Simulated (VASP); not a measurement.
In3GaAs4: single point with PBE

In3GaAs4:

```xyz
8
Lattice="6.0774 0.0000 0.0000 0.0000 6.0774 0.0000 0.0000 0.0000 6.0774" Properties=species:S:1:pos:R:3 pbc="T T T"
In    3.0387    0.0000    0.0000
In    0.0000    0.0000    3.0387
In    0.0000    3.0387    0.0000
Ga    3.0387    3.0387    3.0387
As    1.5805    4.4969    1.5805
As    1.5805    1.5805    4.4969
As    4.4969    4.4969    4.4969
As    4.4969    1.5805    1.5805
```

- Program: VASP 6.6.1
- Task: single point
- Functional: PBE
- Potentials or basis: VASP PAW PBE potentials, release 64 (In_d, Ga_d, As)
- Cutoff: 520 eV
- k mesh: 6 × 6 × 6
- Occupations: gaussian, width 0.1 eV
- Spin: no spin polarisation
- Dipole correction: no
- Further INCAR settings: ALGO = Normal; EDIFF = 1e-07; NBANDS = 46

- Pressure: 0.1 GPa
- Largest force: 0.004 eV/Å
- Band gap on the k mesh: zero (filled and empty bands touch)

Forces on the atoms (eV/Å):
```
In   0.000  0.000  0.000
In   0.000  0.000  0.000
In   0.000  0.000  0.000
Ga   0.000  0.000  0.000
As  -0.002  0.002 -0.002
As  -0.002 -0.002  0.002
As   0.002  0.002  0.002
As   0.002 -0.002 -0.002
```

Levels at points of the mesh, in eV from the Fermi level:
```csv
k point,band 34,band 35,band 36,band 37,band 38,band 39
"(0.00, 0.00, 0.00)",-0.49,-0.05,-0.05,-0.05,1.60,1.60
"(0.50, 0.00, 0.00)",-1.52,-1.23,-1.23,2.09,2.16,2.61
"(0.50, 0.50, 0.00)",-1.15,-1.04,-0.75,2.15,2.18,2.65
"(0.50, 0.50, 0.50)",-0.89,-0.78,-0.78,0.42,0.87,0.87
```

It took 110 s on 1 thread of Intel(R) Xeon(R) 6975P-C (Granite Rapids) (shared host), peak memory 0.43 GiB.

Caveat: semilocal functionals underestimate gaps, so a narrow gap can read as zero; spin-orbit coupling is left out, which moves the levels of the heavy elements.
